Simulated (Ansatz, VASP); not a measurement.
## AgPtC4N4: VASP beside Ansatz

The input INCAR:

```
ALGO = Normal
EDIFF = 1E-6
ENCUT = 520
GGA = PE
ISIF = 2
ISMEAR = 0
ISPIN = 2
LASPH = True
LCHARG = False
LMAXMIX = 4
LORBIT = 11
LREAL = False
LWAVE = False
MAGMOM = 1 1 0 0 0 0 0 0 0 0
NBANDS = 44
NELM = 150
PREC = Accurate
SIGMA = 0.1
```

Contents of KPOINTS:

```
k-points
0
Gamma
  4 4 4
```

File POSCAR:

```
AgPtC4N4
1.0
    6.0125257000      0.0000000000      0.0000000000
    0.0000000000      6.0125257000      0.0000000000
    0.0000000000      0.0000000000      6.0125257000
Ag Pt C N
1 1 4 4
Direct
    0.5000000000      0.5000000000      0.5000000000
    0.0000000000      0.0000000000      0.0000000000
    0.1840791200      0.1840791200      0.1840791200
    0.1840791200      0.8159208800      0.8159208800
    0.8159208800      0.1840791200      0.8159208800
    0.8159208800      0.8159208800      0.1840791200
    0.2964278900      0.2964278900      0.2964278900
    0.2964278900      0.7035721100      0.7035721100
    0.7035721100      0.2964278900      0.7035721100
    0.7035721100      0.7035721100      0.2964278900
```

Input for Ansatz:

```yaml
crystal:
  lattice:
    - [6.0125257, 0.0, 0.0]
    - [0.0, 6.0125257, 0.0]
    - [0.0, 0.0, 6.0125257]
  atoms:
    - { symbol: Ag, position: [0.5, 0.5, 0.5], spin: 1.0 }
    - { symbol: Pt, position: [0.0, 0.0, 0.0], spin: 1.0 }
    - { symbol: C, position: [0.18407912, 0.18407912, 0.18407912] }
    - { symbol: C, position: [0.18407912, 0.81592088, 0.81592088] }
    - { symbol: C, position: [0.81592088, 0.18407912, 0.81592088] }
    - { symbol: C, position: [0.81592088, 0.81592088, 0.18407912] }
    - { symbol: "N", position: [0.29642789, 0.29642789, 0.29642789] }
    - { symbol: "N", position: [0.29642789, 0.70357211, 0.70357211] }
    - { symbol: "N", position: [0.70357211, 0.29642789, 0.70357211] }
    - { symbol: "N", position: [0.70357211, 0.70357211, 0.29642789] }
basis:
  ecutwfc: 420
kpoints:
  mp_grid: { grid: [4, 4, 4] }
hamiltonian:
  xc: pbe
scf:
  occupations: { method: gaussian, width: 0.1 }
  lower_state_search: "off"
output:
  forces: true
  stress: true
  eigenvalues: true
  populations: true
magnetization:
  spin_polarized: true
```

Alike in both runs: task single point; functional PBE; k mesh 4 × 4 × 4; occupations gaussian, width 0.1 eV; collinear spin.

|  | VASP | Ansatz |
| --- | --- | --- |
| version | VASP 6.6.1 | Ansatz 0.2.0 |
| potentials or method | VASP PAW PBE potentials, release 64 (Ag, Pt, C, N), cutoff 520 eV | scalar-relativistic, plane waves, PAW |
| valence electrons in the cell | 57 | 73 |

VASP gave:

```
gap on the k mesh at the Fermi level (eV)                     : none
pressure (GPa)                                                : 5.1
rms of the force components (eV/Å)                            : 0.256
net moment per atom (μB)                                      : 0.29
size of the moment on the site where the two differ most (μB) : 1.12
```

Which values does Ansatz return?

gap on the k mesh at the Fermi level (eV): none; pressure (GPa): 4.9; rms of the force components (eV/Å): 0.349; net moment per atom (μB): 0.29; size of the moment on the site where the two differ most (μB): 0.60.

Site moments also hang on the region over which each program counts them. Atom by atom the forces differ by 0.190 eV/Å (rms over components). A gap of «none» marks a metal or a gap that the smearing closes. VASP's potentials hold 57 valence electrons a cell and Ansatz's 73, so a difference there can come from the potentials and not from the codes.

Neither program's run includes spin-orbit coupling. Noted on VASP's run: the standard files for N, O and F lose accuracy on very short bonds.
